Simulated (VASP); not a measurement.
Crystal: Rb.

```
Rb
1.0
     0.00000    5.46655    5.46949
     3.86147    0.00000    5.46949
     3.86147    5.46655    0.00000
Rb
2
Direct
  0.50000 0.50000 0.50000
  0.75000 0.75000 0.75000
```

| Quantity | Value |
| --- | --- |
| Program | VASP 6.6.1 |
| Task | relaxation of cell and atoms |
| Functional | PBE |
| Potentials or basis | VASP PAW PBE potentials, release 64 (Rb_sv) |
| Cutoff | 600 eV |
| k mesh | 4 × 4 × 4 |
| Occupations | gaussian, width 0.1 eV |
| Spin | no spin polarisation |

At the start: pressure 0.1 GPa; volume 115.46 Å³/atom.

**Question.** How do energy, volume and symmetry change on relaxing?

**Answer.** Over 15 steps the energy falls by 159.1 meV/atom and the volume is 93.61 Å³/atom (-18.9 %); space group Fddd (No. 70, to 0.05 Å).

Step by step:
| step | energy change (eV) | largest force (eV/Å) | pressure (GPa) | volume (Å³) |
| --- | --- | --- | --- | --- |
| 1 | 0.0000 | 0.0000 | 0.10 | 230.91 |
| 2 | -0.0113 | 0.0000 | 0.07 | 233.38 |
| 3 | -0.0456 | 0.0000 | -0.02 | 240.56 |
| 4 | -0.1074 | 0.0000 | -0.19 | 253.78 |
| 5 | -0.1569 | 0.0000 | -0.39 | 274.77 |
| 6 | -0.1524 | 0.0000 | -0.34 | 268.75 |
| 7 | -0.1665 | 0.0000 | -0.35 | 266.43 |
| 8 | -0.2050 | 0.0000 | -0.39 | 258.50 |
| 9 | -0.2461 | 0.0000 | -0.33 | 238.06 |
| 10 | -0.2716 | 0.0000 | -0.28 | 225.55 |
| 11 | -0.3114 | 0.0000 | 0.00 | 190.59 |
| 12 | -0.3115 | 0.0000 | 0.04 | 187.53 |
| 13 | -0.3115 | 0.0000 | 0.03 | 188.70 |
| 14 | -0.3139 | 0.0000 | 0.02 | 188.38 |
| 15 | -0.3181 | 0.0000 | 0.04 | 187.22 |

Final structure:
```
Rb
1.0
     0.00000    6.13737    6.19536
     2.46195    0.00000    6.19536
     2.46195    6.13737    0.00000
Rb
2
Direct
  0.50000 0.50000 0.50000
  0.75000 0.75000 0.75000
```

Caveat: the volume moved by over 15 % at a fixed basis, so the end points are rough.
